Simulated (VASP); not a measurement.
# As (I4/mmm) in VASP: relaxation of cell and atoms with PBE

Aim: the relaxation of cell and atoms of As with PBE.

All numbers are computed with VASP 6.6.1; they aren't measurements. Logs are shortened: lines on timing, memory, paths and dates and some standing lists are left out, and cuts for length are marked.

## (1) The cell of the first run

It takes space group I4/mmm (No. 139, tetragonal). The conventional cell has a = 3.001 Å, b = 3.001 Å, c = 4.566 Å, α = 90.00°, β = 90.00°, γ = 90.00°. Within 4.0 Å of As (site symmetry 4/mmm) lie 12 As at 3.00 to 3.12 Å.

## (2) Relaxation of cell and atoms, PBE

Contents of INCAR:

```
SYSTEM = As
ALGO = Normal ; EDIFF = 1E-7
EDIFFG = -0.04 ; ENCUT = 600
GGA = PE ; IBRION = 2
ISIF = 3 ; ISMEAR = 0
LASPH = .True. ; LCHARG = .False.
LREAL = .False. ; LWAVE = .False.
NELM = 100 ; NSW = 90
PREC = Accurate ; SIGMA = 0.1
```

Contents of KPOINTS:

```
k-points
0
Gamma
  8 8 8
  0 0 0
```

Contents of POSCAR:

```
As
1.0
   -1.5006253105      1.5006253105      2.2829824967
    1.5006253105     -1.5006253105      2.2829824967
    1.5006253105      1.5006253105     -2.2829824967
As
1
Direct
    0.0000000000      0.0000000000      0.0000000000
```

Potentials or basis: VASP PAW PBE potentials, release 64 (As).

Started as:

```console
> cat potpaw_PBE.64/As/POTCAR > POTCAR
> mpirun -np 1 vasp_std > vasp.out
```

OUTCAR:

```text
SYSTEM = As
   EDIFF = 1E-7
   EDIFFG = -0.04
   ENCUT = 600
   GGA = PE
   IBRION = 2
   ISIF = 3
   ISMEAR = 0
   LASPH = .True.
   LREAL = .False.
   NELM = 100
   NSW = 90
   PREC = Accurate

 ion  position               nearest neighbor table
   1  0.000  0.000  0.000-

  LATTYP: Found a body centered tetragonal cell.
 ALAT       =     3.0012506210
 C/A-ratio  =     1.5213541187

  Lattice vectors:

 A1 = (  -1.5006253105,   1.5006253105,   2.2829824967)
 A2 = (   1.5006253105,  -1.5006253105,   2.2829824967)
 A3 = (   1.5006253105,   1.5006253105,  -2.2829824967)

Analysis of symmetry for initial positions (statically):
=====================================================================
 Subroutine PRICEL returns:
 Original cell was already a primitive cell.

 Routine SETGRP: Setting up the symmetry group for a
 body centered tetragonal supercell.

 Subroutine GETGRP returns: Found 16 space group operations
 (whereof 16 operations were pure point group operations)
 out of a pool of 16 trial point group operations.

The static configuration has the point symmetry D_4h.

Analysis of symmetry for dynamics (positions and initial velocities):
=====================================================================
 Subroutine PRICEL returns:
 Original cell was already a primitive cell.

 Routine SETGRP: Setting up the symmetry group for a
 body centered tetragonal supercell.

 Subroutine GETGRP returns: Found 16 space group operations
 (whereof 16 operations were pure point group operations)
 out of a pool of 16 trial point group operations.

The dynamic configuration has the point symmetry D_4h.

 Subroutine INISYM returns: Found 16 space group operations
 (whereof 16 operations are pure point group operations),
 and found     1 'primitive' translations

----------------------------------------------------------------------------------------

                                     Primitive cell

  volume of cell :      20.5640

  direct lattice vectors                    reciprocal lattice vectors
    -1.500625311  1.500625311  2.282982497     0.000000000  0.333194433  0.219011754
     1.500625311 -1.500625311  2.282982497     0.333194433  0.000000000  0.219011754
     1.500625311  1.500625311 -2.282982497     0.333194433  0.333194433  0.000000000

  length of vectors
     3.117011666  3.117011666  3.117011666     0.398728828  0.398728828  0.471208087

  position of ions in fractional coordinates (direct lattice)
     0.000000000  0.000000000  0.000000000

  ion indices of the primitive-cell ions
   primitive index   ion index
                 1           1

----------------------------------------------------------------------------------------

 KPOINTS: k-points

Automatic generation of k-mesh.
 Grid dimensions read from file:
 generate k-points for:    8    8    8

 Generating k-lattice:

  Cartesian coordinates                     Fractional coordinates (reciprocal lattice)
     0.000000000  0.041649304  0.027376469     0.125000000  0.000000000  0.000000000
     0.041649304  0.000000000  0.027376469     0.000000000  0.125000000  0.000000000
     0.041649304  0.041649304  0.000000000     0.000000000  0.000000000  0.125000000

  Length of vectors
     0.049841104  0.049841104  0.058901011

  Shift w.r.t. Gamma in fractional coordinates (k-lattice)
     0.000000000  0.000000000  0.000000000

 Subroutine IBZKPT returns following result:
 ===========================================

 Found     59 irreducible k-points:

 Following reciprocal coordinates:
            Coordinates               Weight
  0.000000  0.000000  0.000000      1.000000
  0.125000 -0.000000  0.000000      8.000000
  0.250000 -0.000000  0.000000      8.000000
  0.375000 -0.000000  0.000000      8.000000
  0.500000 -0.000000  0.000000      4.000000
  0.125000  0.125000  0.000000      8.000000
[... 16 lines left out ...]
  0.250000  0.125000  0.125000     16.000000
  0.375000  0.125000  0.125000      8.000000
 [... further k-points ...]
   k-points           NKPTS =     59   k-points in BZ     NKDIM =     59   number of bands    NBANDS=      6
   number of dos      NEDOS =    301   number of ions     NIONS =      1
   total plane-waves  NPLWV =  21952
   dimension x,y,z NGX =    28 NGY =   28 NGZ =   28
   dimension x,y,z NGXF=    56 NGYF=   56 NGZF=   56
   ions per type =               1
   NGX,Y,Z   is equivalent  to a cutoff of  14.93, 14.93, 14.93 a.u.
   NGXF,Y,Z  is equivalent  to a cutoff of  29.87, 29.87, 29.87 a.u.
 SYSTEM =  As
   PREC   = accura    normal or accurate (medium, high low for compatibility)
   ISTART =      0    job   : 0-new  1-cont  2-samecut
   ICHARG =      2    charge: 1-file 2-atom 10-const
   ISPIN  =      1    spin polarized calculation?
   LNONCOLLINEAR =      F non collinear calculations
   LSORBIT =      F    spin-orbit coupling
   LASPH  =      T    aspherical Exc in radial PAW
   ENCUT  =  600.0 eV  44.10 Ry    6.64 a.u.   6.23  6.23  6.23*2*pi/ulx,y,z
   NELM   =    100;   NELMIN=  2; NELMDL= -5     # of ELM steps
   EDIFF  = 0.1E-06   stopping-criterion for ELM
   LREAL  =      F    real-space projection
   EDIFFG = -.4E-01   stopping-criterion for IOM
   NSW    =     90    number of steps for IOM
   IBRION =      2    ionic relax: 0-MD 1-quasi-New 2-CG
   NFREE  =      1    steps in history (QN), initial steepest desc. (CG)
   ISIF   =      3    stress and relaxation
   ISYM   =      2    0-nonsym 1-usesym 2-fastsym
   POTIM  = 0.5000    time-step for ionic-motion
   TEBEG  =    0.0;   TEEND  =   0.0 temperature during run
   PSTRESS=    0.0 pullay stress
   NELECT =       5.0000    total number of electrons
   NUPDOWN=      -1.0000    fix difference up-down
   EMIN   =  10.00;   EMAX   =-10.00  energy-range for DOS
   EFERMI =   0.00;   METHOD = LEGACY
   ISMEAR =     0;   SIGMA  =   0.10  broadening in eV -4-tet -1-fermi 0-gaus
   EFERMI_NEDOS =   21; number of points for ismear=-14 and -15
   IALGO  =     38    algorithm
   IMIX   =      4    mixing-type and parameters
     AMIX     =   0.40;   BMIX     =  1.00
     AMIX_MAG =   1.60;   BMIX_MAG =  1.00
  volume/ion in A,a.u.               =      20.56       138.77
  Fermi-wavevector in a.u.,A,eV,Ry     =   1.021792  1.930907 14.205281  1.044059
  Thomas-Fermi vector in A             =   2.155436
   LORBIT       =      0    0 simple, 1 ext, 2 COOP (PROOUT), +10 PAW based schemes
   GGA     = PE    functional components
   LHFCALC =     F    Hartree Fock is set to
   AEXX    =    0.0000 exact exchange contribution
   IVDW    =     0    specifies the selected vdW correction
   LEPSILON=     F    determine dielectric tensor
   LRPA    =     F    only Hartree local field effects (RPA)
 conjugate gradient relaxation of ions
 non-spin polarized calculation
 Gauss-broadening in eV      SIGMA  =   0.10
  energy-cutoff  :      600.00
  volume of cell :       20.56
 maximum number of plane-waves:       705
 NGX is ok and might be reduce to    28
   NGX = 13   NGY = 13   NGZ = 13

--------------------------------------- Ionic step        1  -------------------------------------------

 number of electron       5.0000000 magnetization

 Free energy of the ion-electron system (eV)
  ---------------------------------------------------
  ext. energy  EPLUGINS =         0.00000000
  ---------------------------------------------------
  free energy    TOTEN  =        -4.11795631 eV

  energy without entropy =       -4.11581522  energy(sigma->0) =       -4.11688577

------------------------ aborting loop because EDIFF is reached ----------------------------------------

  FORCE on cell =-STRESS in cart. coord.  units (eV):
  Direction    XX          YY          ZZ          XY          YZ          ZX
  --------------------------------------------------------------------------------------
  -------------------------------------------------------------------------------------
  Total       -0.6122889     -0.6122889     -0.4857300      0.0000000     -0.0000000      0.0000000
  in kB      -47.7045576    -47.7045576    -37.8441207      0.0000000     -0.0000000      0.0000000
  external PRESSURE =     -44.4177453 kB  Pullay stress =       0.0000000 kB
[... 86 lines left out ...]
  FREE ENERGIE OF THE ION-ELECTRON SYSTEM (eV)
  ---------------------------------------------------
  free  energy   TOTEN  =        -4.1355719067 eV

  energy  without entropy=       -4.1336738635  energy(sigma->0) =       -4.13462289

[... ionic steps 4 to 16 ...]

--------------------------------------- Ionic step       17  -------------------------------------------

 number of electron       5.0000000 magnetization

------------------------ aborting loop because EDIFF is reached ----------------------------------------

  FORCE on cell =-STRESS in cart. coord.  units (eV):
  Direction    XX          YY          ZZ          XY          YZ          ZX
  --------------------------------------------------------------------------------------
  -------------------------------------------------------------------------------------
  Total        0.0972384      0.0972384      0.0899850      0.0000000      0.0000000      0.0000000
  in kB        7.9462668      7.9462668      7.3535227      0.0000000      0.0000000      0.0000000
  external PRESSURE =       7.7486854 kB  Pullay stress =       0.0000000 kB
[... 55 lines left out ...]
  energy  without entropy=       -4.1990301365  energy(sigma->0) =       -4.20099304

--------------------------------------- Ionic step       19  -------------------------------------------

 number of electron       5.0000000 magnetization

 Free energy of the ion-electron system (eV)
  ---------------------------------------------------
  ext. energy  EPLUGINS =         0.00000000
  ---------------------------------------------------
  free energy    TOTEN  =        -4.20537152 eV

  energy without entropy =       -4.20055180  energy(sigma->0) =       -4.20296166

 E-fermi :   6.1689     XC(G=0): -10.5612

 val. band max:        6.1275360123   @ k =   0.1250   0.1250   0.1250
 cond. band min:       6.1725221350   @ k =   0.3750   0.3750   0.0000
 fundamental gap:      0.0449861227
 Fermi energy:         6.1689090846

 k-point     1 :       0.0000    0.0000    0.0000
  band No.  band energies     occupation
      1      -8.8154      2.00000
      2       9.4463      0.00000
      3      12.1075      0.00000
      4      12.1075      0.00000
      5      15.9737      0.00000
      6      17.1159      0.00000

 k-point     2 :       0.1250   -0.0000    0.0000
  band No.  band energies     occupation
      1      -8.4499      2.00000
      2       8.6279      0.00000
      3       9.7463      0.00000
      4      12.1795      0.00000
      5      16.1468      0.00000
      6      17.9782      0.00000
[... 190 lines left out ...]
 k-point    24 :       0.3750    0.1250    0.1250
  band No.  band energies     occupation
      1      -3.3223      2.00000
      2       0.6864      2.00000
      3       7.1899      0.00000
      4       7.4097      0.00000
      5      13.3334      0.00000
      6      13.8193      0.00000

 [... further k-points ...]

------------------------ aborting loop because EDIFF is reached ----------------------------------------

  FORCE on cell =-STRESS in cart. coord.  units (eV):
  Direction    XX          YY          ZZ          XY          YZ          ZX
  --------------------------------------------------------------------------------------
  -------------------------------------------------------------------------------------
  Total       -0.0109762     -0.0109762      0.0234721      0.0000000      0.0000000     -0.0000000
  in kB       -0.8873599     -0.8873599      1.8975819      0.0000000      0.0000000     -0.0000000
  external PRESSURE =       0.0409541 kB  Pullay stress =       0.0000000 kB
[... 16 lines left out ...]
  FREE ENERGIE OF THE ION-ELECTRON SYSTEM (eV)
  ---------------------------------------------------
  free  energy   TOTEN  =        -4.2053715157 eV

  energy  without entropy=       -4.2005517995  energy(sigma->0) =       -4.20296166

 reached required accuracy - stopping structural energy minimisation
```

Run time: 54 s. Hardware: 1 thread of Intel Xeon 6975P-C (Granite Rapids), shared host; peak memory 0.17 GiB.

Results:

```
Free energy                            : -4.2054 eV
Relaxed volume                         : 19.82 Å³/atom
Relaxed cell                           : a = 3.276 Å, b = 3.276 Å, c = 3.276 Å, α = 130.57°, β = 130.57°, γ = 72.49°
Space group after relaxing (to 0.05 Å) : I4/mmm (No. 139)
Energy gained by relaxing              : 87.4 meV/atom
Ionic steps                            : 19
Pressure after relaxing                : 0.0 GPa
```

The path:
```
step  energy change (eV)  largest force (eV/Å)  pressure (GPa)  volume (Å³)
   1              0.0000                0.0000           -4.44        20.56
   2             -0.0146                0.0000            2.21        18.91
   3             -0.0176                0.0000            0.07        19.37
   4             -0.0182                0.0000            0.04        19.37
   5             -0.0211                0.0000           -0.13        19.35
   6             -0.0324                0.0000            0.14        19.31
   7             -0.0556                0.0000            1.39        19.17
   8             -0.0543                0.0000            6.90        18.66
   9             -0.0784                0.0000            3.40        18.93
  10             -0.0786                0.0000            3.39        18.94
  11             -0.0788                0.0000            3.36        18.96
  12             -0.0788                0.0000            3.36        18.97
  13             -0.0791                0.0000            3.30        18.98
  14             -0.0800                0.0000            3.12        19.02
  15             -0.0815                0.0000            2.76        19.11
  16             -0.0840                0.0000            2.07        19.27
  17             -0.0869                0.0000            0.77        19.61
  18             -0.0850                0.0000           -1.60        20.28
  19             -0.0874                0.0000            0.00        19.82
```

Final structure:
```
As
1.0
    -1.36946    1.36946    2.64184
     1.36946   -1.36946    2.64184
     1.36946    1.36946   -2.64184
As
1
Cartesian
  0.0000 0.0000 0.0000
```

Levels at points of the mesh, in eV from the Fermi level:
```
           k point  band 1  band 2  band 3  band 4  band 5
(0.00, 0.00, 0.00)  -14.98    3.28    5.94    5.94    9.80
(0.50, 0.00, 0.00)  -10.61   -6.57    0.85    6.03    6.77
(0.50, 0.50, 0.00)   -7.35   -4.59   -1.89    1.11    3.90
(0.50, 0.50, 0.50)  -11.91   -6.64    3.58    3.58    7.93
```

Caveat: the k points lie up to 0.41 Å⁻¹ apart in the final cell.
